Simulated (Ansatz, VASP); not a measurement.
# One calculation of H2Rh, two programs

File INCAR:

```
SYSTEM = H2Rh
PREC = Accurate
ENCUT = 600
EDIFF = 1E-7
ISMEAR = 0
SIGMA = 0.1
LREAL = .False.
LASPH = .True.
NELM = 100
ALGO = Normal
ISIF = 3
LWAVE = .False.
LCHARG = .False.
GGA = PE
IBRION = 2
NSW = 90
EDIFFG = -0.04
```

File KPOINTS:

```
regular mesh
0
Gamma
  4 4 6
  0 0 0
```

File POSCAR:

```
H2Rh
1.0
    4.3519960784      0.0000000000      0.0000000000
    0.0000000000      4.3519960784      0.0000000000
    0.0000000000      0.0000000000      2.8031250318
H Rh
4 2
Direct
    0.3060000000      0.3060000000      0.0000000000
    0.1940000000      0.8060000000      0.5000000000
    0.6940000000      0.6940000000      0.0000000000
    0.8060000000      0.1940000000      0.5000000000
    0.0000000000      0.0000000000      0.0000000000
    0.5000000000      0.5000000000      0.5000000000
```

Input for Ansatz:

```yaml
crystal:
  lattice:
    - [4.3519960784, 0.0, 0.0]
    - [0.0, 4.3519960784, 0.0]
    - [0.0, 0.0, 2.8031250318]
  atoms:
    - { symbol: H, position: [0.306, 0.306, 0.0] }
    - { symbol: H, position: [0.194, 0.806, 0.5] }
    - { symbol: H, position: [0.694, 0.694, 0.0] }
    - { symbol: H, position: [0.806, 0.194, 0.5] }
    - { symbol: Rh, position: [0.0, 0.0, 0.0] }
    - { symbol: Rh, position: [0.5, 0.5, 0.5] }
basis:
  ecutwfc: 420
kpoints:
  mp_grid: { grid: [4, 4, 6] }
hamiltonian:
  xc: pbe
scf:
  occupations: { method: gaussian, width: 0.1 }
  lower_state_search: "off"
output:
  forces: true
  stress: true
  eigenvalues: true
relax:
  adjacent_minimum: "off"
  f_tol: 0.04
  max_steps: 70
  cell: { stress_tol: 0.4 }
```

Alike in both runs: task relaxation of cell and atoms; functional PBE; k mesh 4 × 4 × 6; occupations gaussian, width 0.1 eV; no spin polarisation.

|  | VASP | Ansatz |
| --- | --- | --- |
| version | VASP 6.6.1 | Ansatz 0.2.0 |
| potentials or method | VASP PAW PBE potentials, release 64 (H, Rh_pv), cutoff 600 eV | scalar-relativistic, plane waves, PAW |
| valence electrons in the cell | 34 | 38 |

```tsv
	VASP	Ansatz	Ansatz less VASP
gap on the k mesh at the Fermi level, each at its own relaxed structure (eV)	none	none	-
relaxed volume (Å³/atom)	7.56	7.54	-0.018
relaxed cell length with the largest relative difference (Å)	2.849	2.859	+0.0102
```

A gap of «none» marks a metal or a gap that the smearing closes. VASP's potentials hold 34 valence electrons a cell and Ansatz's 38, so a difference there can come from the potentials and not from the codes.

The k mesh is coarse, so the values compare programs but aren't converged.
